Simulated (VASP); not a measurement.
Wanted: the native input for a VASP 6.6.1 run.

- Task: single point
- Functional: r2SCAN
- Potentials or basis: VASP PAW PBE potentials, release 64 (Ti_sv, S)
- Cutoff: 550 eV
- k mesh: 12 × 12 × 4
- Occupations: fermi-dirac, width 0.02 eV
- Spin: no spin polarisation
- Dipole correction: no
- Further INCAR settings: ALGO = Normal; EDIFF = 1e-06; NBANDS = 19

The system is TiS2.

```
Ti S
1.0
     3.41060    0.00000    0.00000
    -1.70530    2.95367    0.00000
     0.00000    0.00000    5.73872
Ti S
1 2
Direct
  0.00000 0.00000 0.00000
  0.33333 0.66667 0.24491
  0.66667 0.33333 0.75509
```

One way to write it, as run:

POSCAR

```
TiS2
1.0
    3.4106015360      0.0000000000      0.0000000000
   -1.7053007680      2.9536675724      0.0000000000
    0.0000000000      0.0000000000      5.7387202073
Ti S
1 2
Direct
    0.0000000000      0.0000000000      0.0000000000
    0.3333333333      0.6666666667      0.2449123207
    0.6666666667      0.3333333333      0.7550876793
```

INCAR.step1

```
SYSTEM = TiS2
PREC = Accurate
ENCUT = 550
ISMEAR = -1
SIGMA = 0.02
LREAL = .FALSE.
LASPH = .TRUE.
NELM = 120
NBANDS = 19
GGA = PE
ALGO = Normal
EDIFF = 1E-5
LWAVE = .TRUE.
LCHARG = .FALSE.
GGA_COMPAT = .FALSE.
```

INCAR.step2

```
SYSTEM = TiS2
PREC = Accurate
ENCUT = 550
EDIFF = 1E-6
ISMEAR = -1
SIGMA = 0.02
LREAL = .FALSE.
LASPH = .TRUE.
NELM = 120
ALGO = Normal
ISIF = 2
LWAVE = .FALSE.
LCHARG = .TRUE.
METAGGA = R2SCAN
LMIXTAU = .TRUE.
LELF = .TRUE.
LVHAR = .TRUE.
NBANDS = 19
ISTART = 1
GGA_COMPAT = .FALSE.
```

KPOINTS

```
Automatic mesh
0
G
  12 12 4
  0 0 0
```

Potentials or basis: VASP PAW PBE potentials, release 64 (Ti_sv, S).

Run with:

```sh
$ cat potpaw_PBE.64/Ti_sv/POTCAR potpaw_PBE.64/S/POTCAR > POTCAR
$ cp INCAR.step1 INCAR
$ mpirun -np 1 vasp_std > vasp.out
$ cp INCAR.step2 INCAR
$ mpirun -np 1 vasp_std > vasp.out
```

It gave:

| Item | Value |
| --- | --- |
| Pressure | 1.1 GPa |
| Largest force | 0.030 eV/Å |
| Band gap on the k mesh | 0.16 eV (least direct gap 0.64 eV) |

Caveat: semilocal functionals underestimate gaps, and a narrow one can read as zero; the PAW data sets were made with another functional, which shifts forces and pressure a little.

It took 2.2 min on 1 thread of Intel(R) Xeon(R) 6975P-C (Granite Rapids) (shared host), peak memory 0.24 GiB.
